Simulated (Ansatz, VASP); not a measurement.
# Al6N in VASP and in Ansatz

The input INCAR:

```
SYSTEM = Al6N
PREC = Accurate ; ENCUT = 520
EDIFF = 1E-6 ; ISMEAR = 0
SIGMA = 0.1 ; LREAL = .FALSE.
LASPH = .TRUE. ; NELM = 80
ALGO = Normal ; ISIF = 2
LWAVE = .FALSE. ; LCHARG = .TRUE.
LDIPOL = .TRUE. ; IDIPOL = 3
DIPOL = 0.5 0.5 0.295 ; GGA = PE
LELF = .TRUE. ; LVHAR = .TRUE.
LVACPOTAV = .TRUE. ; NBANDS = 36
```

The input KPOINTS:

```
Automatic mesh
0
G
  5 5 1
  0 0 0
```

Contents of POSCAR:

```
Al6N
1.0
    5.7143028096      0.0000000000      0.0000000000
    0.0000000000      5.7143028096      0.0000000000
    0.0000000000      0.0000000000     22.1750227687
Al N
12 2
Direct
    0.2500000000      0.2500000000      0.1803831293
    0.2500000000      0.7500000000      0.1803831293
    0.7500000000      0.2500000000      0.1803831293
    0.7500000000      0.7500000000      0.1803831293
    0.0000000000      0.0000000000      0.2744094920
    0.0000000000      0.5000000000      0.2744094920
    0.5000000000      0.0000000000      0.2744094920
    0.5000000000      0.5000000000      0.2744094920
    0.2500000000      0.2500000000      0.3686590473
    0.2500000000      0.7500000000      0.3686590473
    0.7500000000      0.2500000000      0.3686590473
    0.7500000000      0.7500000000      0.3686590473
    0.3075880756      0.5000000000      0.4191663236
    0.6924119244      0.5000000000      0.4191663236
```

Input for Ansatz:

```yaml
crystal:
  lattice:
    - [5.7143028096, 0.0, 0.0]
    - [0.0, 5.7143028096, 0.0]
    - [0.0, 0.0, 22.1750227687]
  atoms:
    - { symbol: Al, position: [0.25, 0.25, 0.1803831293] }
    - { symbol: Al, position: [0.25, 0.75, 0.1803831293] }
    - { symbol: Al, position: [0.75, 0.25, 0.1803831293] }
    - { symbol: Al, position: [0.75, 0.75, 0.1803831293] }
    - { symbol: Al, position: [0.0, 0.0, 0.274409492] }
    - { symbol: Al, position: [0.0, 0.5, 0.274409492] }
    - { symbol: Al, position: [0.5, 0.0, 0.274409492] }
    - { symbol: Al, position: [0.5, 0.5, 0.274409492] }
    - { symbol: Al, position: [0.25, 0.25, 0.3686590473] }
    - { symbol: Al, position: [0.25, 0.75, 0.3686590473] }
    - { symbol: Al, position: [0.75, 0.25, 0.3686590473] }
    - { symbol: Al, position: [0.75, 0.75, 0.3686590473] }
    - { symbol: "N", position: [0.3075880756, 0.5, 0.4191663236] }
    - { symbol: "N", position: [0.6924119244, 0.5, 0.4191663236] }
basis:
  ecutwfc: 420
kpoints:
  mp_grid: { grid: [5, 5, 1] }
hamiltonian:
  xc: pbe
scf:
  occupations: { method: gaussian, width: 0.1 }
output:
  forces: true
  eigenvalues: true
  write_density: true
  write_potential: true
  elf: true
  volumetric_format: npy
efield:
  axis: 3
  dipole_correction: true
  ramp_width: 0.04
```

Alike in both runs: task single point; functional PBE; k mesh 5 × 5 × 1; occupations gaussian, width 0.1 eV; no spin polarisation.

```csv
,VASP,Ansatz
version,VASP 6.6.1,Ansatz 0.2.0
potentials or method,"VASP PAW PBE potentials, release 64 (Al, N), cutoff 520 eV","scalar-relativistic, plane waves, PAW"
valence electrons in the cell,46,46
```

VASP gave:

| Item | Value |
| --- | --- |
| gap on the k mesh at the Fermi level (eV) | none |
| rms of the force components (eV/Å) | 0.267 |
| work function, face that differs most (eV) | 6.05 |

Problem. What did Ansatz give for the same quantities?

Solution. gap on the k mesh at the Fermi level (eV): none; rms of the force components (eV/Å): 0.264; work function, face that differs most (eV): 6.04.

Atom by atom the forces differ by 0.005 eV/Å (rms over components). A gap of «none» marks a metal or a gap that the smearing closes. The functional is the same, so the differences come from potentials, cutoffs and numerics. Ansatz's warnings: xc potential rough in thin density.
